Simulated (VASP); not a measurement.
# Si (P6_3/mmc) in VASP: single point with HSE06

Aim: the single point of Si with HSE06.

All numbers are computed with VASP 6.6.1; they aren't measurements. Logs are shortened: lines on timing, memory, paths and dates and some standing lists are left out, and cuts for length are marked.

## (1) The cell of the first run

Symmetry: P6_3/mmc, No. 194, hexagonal system. The conventional cell has a = 3.844 Å, b = 3.844 Å, c = 6.313 Å, α = 90.00°, β = 90.00°, γ = 120.00°. Within 3.1 Å of Si (site symmetry 3m) lie 4 Si at 2.36 to 2.37 Å.

This isn't the form of Si at room conditions, which is diamond.

## (2) Single point, HSE06

POSCAR

```
Si
1.0
    3.8438634368      0.0000000000      0.0000000000
   -1.9219317184      3.3288833850      0.0000000000
    0.0000000000      0.0000000000      6.3126789988
Si
4
Direct
    0.3333333333      0.6666666667     -0.0004601551
    0.6666666667      0.3333333333      0.4995398449
    0.3333333333      0.6666666667      0.3744601551
    0.6666666667      0.3333333333      0.8744601551
```

INCAR.step1

```
SYSTEM = Si
PREC = Accurate
ENCUT = 520
EDIFF = 1E-5
ISMEAR = 0
SIGMA = 0.01
LREAL = .FALSE.
LASPH = .TRUE.
NELM = 60
ALGO = Normal
ISIF = 2
LWAVE = .TRUE.
LCHARG = .FALSE.
GGA = PE
NBANDS = 16
```

INCAR.step2

```
SYSTEM = Si
PREC = Accurate
ENCUT = 520
EDIFF = 1E-6
ISMEAR = 0
SIGMA = 0.01
LREAL = .FALSE.
LASPH = .TRUE.
NELM = 60
ALGO = Normal
ISIF = 2
LWAVE = .FALSE.
LCHARG = .FALSE.
GGA = PE
LHFCALC = .TRUE.
HFSCREEN = 0.2079
PRECFOCK = Normal
ISTART = 1
NBANDS = 16
```

KPOINTS

```
Automatic mesh
0
G
  6 6 4
  0 0 0
```

Potentials or basis: VASP PAW PBE potentials, release 64 (Si).

Launch:

```console
cat potpaw_PBE.64/Si/POTCAR > POTCAR
cp INCAR.step1 INCAR
mpirun -np 1 vasp_std > vasp.out
cp INCAR.step2 INCAR
mpirun -np 1 vasp_std > vasp.out
```

OUTCAR:

```text
SYSTEM = Si
   PREC = Accurate
   ENCUT = 520
   EDIFF = 1E-6
   ISMEAR = 0
   LREAL = .FALSE.
   LASPH = .TRUE.
   NELM = 60
   ISIF = 2
   GGA = PE
   LHFCALC = .TRUE.
   HFSCREEN = 0.2079
   PRECFOCK = Normal
   ISTART = 1

 ion  position               nearest neighbor table
   1  0.333  0.667  1.000-   4 2.36   4 2.36   4 2.36   3 2.37
   2  0.667  0.333  0.500-   3 2.36   3 2.36   3 2.36   4 2.37
   3  0.333  0.667  0.374-   2 2.36   2 2.36   2 2.36   1 2.37
   4  0.667  0.333  0.874-   1 2.36   1 2.36   1 2.36   2 2.37

  LATTYP: Found a hexagonal cell.
 ALAT       =     3.8438634368
 C/A-ratio  =     1.6422745247

  Lattice vectors:

 A1 = (   3.8438634368,   0.0000000000,   0.0000000000)
 A2 = (  -1.9219317184,   3.3288833850,   0.0000000000)
 A3 = (   0.0000000000,   0.0000000000,   6.3126789988)

Analysis of symmetry for initial positions (statically):
=====================================================================
 Subroutine PRICEL returns:
 Original cell was already a primitive cell.

 Routine SETGRP: Setting up the symmetry group for a
 hexagonal supercell.

 Subroutine GETGRP returns: Found 24 space group operations
 (whereof  6 operations were pure point group operations)
 out of a pool of 24 trial point group operations.

The static configuration has the point symmetry C_3v.
 The point group associated with its full space group is D_6h.

Analysis of symmetry for dynamics (positions and initial velocities):
=====================================================================
 Subroutine PRICEL returns:
 Original cell was already a primitive cell.

 Routine SETGRP: Setting up the symmetry group for a
 hexagonal supercell.

 Subroutine GETGRP returns: Found 24 space group operations
 (whereof  6 operations were pure point group operations)
 out of a pool of 24 trial point group operations.

The dynamic configuration has the point symmetry C_3v.
 The point group associated with its full space group is D_6h.

 Subroutine INISYM returns: Found 24 space group operations
 (whereof  6 operations are pure point group operations),
 and found     1 'primitive' translations

----------------------------------------------------------------------------------------

                                     Primitive cell

[... 98 lines left out ...]
   POTIM  = 0.5000    time-step for ionic-motion
   TEBEG  =    0.0;   TEEND  =   0.0 temperature during run
   PSTRESS=    0.0 pullay stress
   NELECT =      16.0000    total number of electrons
   NUPDOWN=      -1.0000    fix difference up-down
   EMIN   =  10.00;   EMAX   =-10.00  energy-range for DOS
   EFERMI =   0.00;   METHOD = LEGACY
   ISMEAR =     0;   SIGMA  =   0.01  broadening in eV -4-tet -1-fermi 0-gaus
   EFERMI_NEDOS =   21; number of points for ismear=-14 and -15
   IALGO  =     38    algorithm
   IMIX   =      1    mixing-type and parameters
     AMIX     =   0.40;   BMIX     =  1.00
     AMIX_MAG =   1.60;   BMIX_MAG =  1.00
  volume/ion in A,a.u.               =      20.19       136.28
  Fermi-wavevector in a.u.,A,eV,Ry     =   0.954307  1.803379 12.390849  0.910702
  Thomas-Fermi vector in A             =   2.083042
   LORBIT       =      0    0 simple, 1 ext, 2 COOP (PROOUT), +10 PAW based schemes
   GGA     = PE    functional components
   LHFCALC =     T    Hartree Fock is set to
   PRECFOCK=normal    Normal, Fast or Accurate (Low or Medium for compatibility)
   ENCUT4O =  -1.0   cutoff for four orbital integrals eV
   NKREDX  =     1    reduce k-point grid by
   NKREDY  =     1    reduce k-point grid by
   NKREDZ  =     1    reduce k-point grid by
   AEXX    =    0.2500 exact exchange contribution
   HFSCREEN=    0.2079 screening length (either q_TF or 0.3 A-1)
   HFSCREENC=   0.2079 screening length for correlation (either q_TF or 0.3 A-1)
   ENCUTFOCK=  -1.0 apply spherical cutoff to Coloumb kernel
   IVDW    =     0    specifies the selected vdW correction
   LEPSILON=     F    determine dielectric tensor
   LRPA    =     F    only Hartree local field effects (RPA)
 non-spin polarized calculation
 Gauss-broadening in eV      SIGMA  =   0.01
  energy-cutoff  :      520.00
  volume of cell :       80.78
 maximum number of plane-waves:      2208
 NGX is ok and might be reduce to    30
  NGX = 24; NGY = 24; NGZ = 36

 number of electron      16.0000000 magnetization

 Free energy of the ion-electron system (eV)
  ---------------------------------------------------
  ext. energy  EPLUGINS =         0.00000000
  ---------------------------------------------------
  free energy    TOTEN  =       -25.03304624 eV

  energy without entropy =      -25.03304624  energy(sigma->0) =      -25.03304624

 E-fermi :   5.7590     XC(G=0):  -7.8162

 val. band max:        5.6516141824   @ k =   0.0000   0.0000   0.0000
 cond. band min:       6.6160039641   @ k =   0.5000  -0.0000   0.0000
 fundamental gap:      0.9643897817
 Fermi energy:         5.7590437526

 k-point     1 :       0.0000    0.0000    0.0000
  band No.  band energies     occupation
      1      -7.8524      2.00000
      2      -5.2864      2.00000
      3      -2.2834      2.00000
      4       3.9633      2.00000
      5       3.9633      2.00000
      6       5.3418      2.00000
[... 376 lines left out ...]
      3      -2.5382      2.00000
      4      -2.5382      2.00000
      5       0.8042      2.00000
      6       0.8042      2.00000
[... 8 lines left out ...]
     15      12.8158      0.00000
     16      12.8158      0.00000

------------------------ aborting loop because EDIFF is reached ----------------------------------------

  FORCE on cell =-STRESS in cart. coord.  units (eV):
  Direction    XX          YY          ZZ          XY          YZ          ZX
  --------------------------------------------------------------------------------------
  -------------------------------------------------------------------------------------
  Total       -0.5035220     -0.5035220     -0.0196630      0.0000000      0.0000000      0.0000000
  in kB       -9.9873152     -9.9873152     -0.3900131      0.0000000      0.0000000      0.0000000
  external PRESSURE =      -6.7882145 kB  Pullay stress =       0.0000000 kB

 VOLUME and BASIS-vectors are now :
 -----------------------------------------------------------------------------
  energy-cutoff  :      520.00
  volume of cell :       80.78
      direct lattice vectors                 reciprocal lattice vectors
     3.843863437  0.000000000  0.000000000     0.260154924  0.150200515  0.000000000
    -1.921931718  3.328883385  0.000000000     0.000000000  0.300401031  0.000000000
     0.000000000  0.000000000  6.312678999     0.000000000  0.000000000  0.158411350

 POSITION                                       TOTAL-FORCE (eV/Angst)
 -----------------------------------------------------------------------------------
     -0.00000      2.21926      6.30977        -0.000000      0.000000     -0.010423
      1.92193      1.10963      3.15343         0.000000      0.000000     -0.010423
     -0.00000      2.21926      2.36385        -0.000000     -0.000000      0.010423
      1.92193      1.10963      5.52019         0.000000     -0.000000      0.010423
 -----------------------------------------------------------------------------------
    total drift:                               -0.000000     -0.000000     -0.000014

  FREE ENERGIE OF THE ION-ELECTRON SYSTEM (eV)
  ---------------------------------------------------
  free  energy   TOTEN  =       -25.0330462409 eV

  energy  without entropy=      -25.0330462409  energy(sigma->0) =      -25.03304624
```

OUTCAR.step1:

```text
SYSTEM = Si
   PREC = Accurate
   ENCUT = 520
   EDIFF = 1E-5
   ISMEAR = 0
   LREAL = .FALSE.
   LASPH = .TRUE.
   NELM = 60
[... 624 lines left out ...]
      1.92193      1.10963      3.15343        -0.000000     -0.000000     -0.006597
     -0.00000      2.21926      2.36385         0.000000      0.000000      0.006597
      1.92193      1.10963      5.52019        -0.000000     -0.000000      0.006597
 -----------------------------------------------------------------------------------
    total drift:                               -0.000000      0.000000      0.000001

  FREE ENERGIE OF THE ION-ELECTRON SYSTEM (eV)
  ---------------------------------------------------
  free  energy   TOTEN  =       -21.6260287503 eV

  energy  without entropy=      -21.6260287503  energy(sigma->0) =      -21.62602875
```

OSZICAR.step1:

```text
N       E                     dE             d eps       ncg     rms          rms(c)
DAV:   1     0.255953892323E+02    0.25595E+02   -0.59917E+03   672   0.822E+02
DAV:   2    -0.201015854327E+02   -0.45697E+02   -0.41794E+02   904   0.118E+02
DAV:   3    -0.219628502236E+02   -0.18613E+01   -0.18469E+01   896   0.225E+01
DAV:   4    -0.219853550036E+02   -0.22505E-01   -0.22500E-01   840   0.315E+00
DAV:   5    -0.219857560556E+02   -0.40105E-03   -0.40104E-03   920   0.402E-01    0.684E+00
DAV:   6    -0.217377579449E+02    0.24800E+00   -0.99047E-02   784   0.149E+00    0.417E+00
DAV:   7    -0.216229208833E+02    0.11484E+00   -0.21150E-01   776   0.227E+00    0.240E-01
DAV:   8    -0.216253679557E+02   -0.24471E-02   -0.14902E-02   800   0.608E-01    0.105E-01
DAV:   9    -0.216259085860E+02   -0.54063E-03   -0.67043E-04   880   0.148E-01    0.810E-02
DAV:  10    -0.216260278554E+02   -0.11927E-03   -0.13950E-04   744   0.592E-02    0.139E-02
DAV:  11    -0.216260287503E+02   -0.89486E-06   -0.29343E-06   696   0.105E-02
   1 F= -.21626029E+02 E0= -.21626029E+02  d E =-.387737E-11
```

It took 41 min on 1 thread of Intel Xeon Platinum 8259CL at 2.50GHz (Skylake/Cascade Lake), shared host; peak memory 0.32 GiB.

Results:

```yaml
Free_energy: -25.0330 eV
Pressure: -0.7 GPa
Largest_force: 0.010 eV/Å
Band_gap_on_the_k_mesh: 0.96 eV (least direct gap 1.62 eV)
```

Forces in eV/Å, atoms in the order of the input:
```
Si   0.000  0.000 -0.010
Si   0.000  0.000 -0.010
Si   0.000  0.000  0.010
Si   0.000  0.000  0.010
```

Stress tensor (GPa, compression positive):
```
-1.00  0.00  0.00
 0.00 -1.00  0.00
 0.00  0.00 -0.04
```

Levels at points of the mesh, in eV from the valence-band top:
| k point | band 4 | band 5 | band 6 | band 7 | band 8 | band 9 | band 10 | band 11 | band 12 | band 13 |
| --- | --- | --- | --- | --- | --- | --- | --- | --- | --- | --- |
| (0.00, 0.00, 0.00) | -1.69 | -1.69 | -0.31 | 0.00 | 0.00 | 1.62 | 2.70 | 2.70 | 3.21 | 4.41 |
| (0.50, 0.00, 0.00) | -6.55 | -5.07 | -3.36 | -3.16 | -1.56 | 0.96 | 3.09 | 3.71 | 3.90 | 5.46 |
| (0.00, 0.00, 0.50) | -4.55 | -1.02 | -1.02 | -1.02 | -1.02 | 2.47 | 2.47 | 3.75 | 3.75 | 3.75 |
| (0.50, 0.00, 0.50) | -8.00 | -2.64 | -2.64 | -2.61 | -2.61 | 1.54 | 1.54 | 2.34 | 2.34 | 6.62 |

Caveat: the PAW data sets were made with another functional, which shifts forces and pressure a little. A k mesh can miss the band edges.
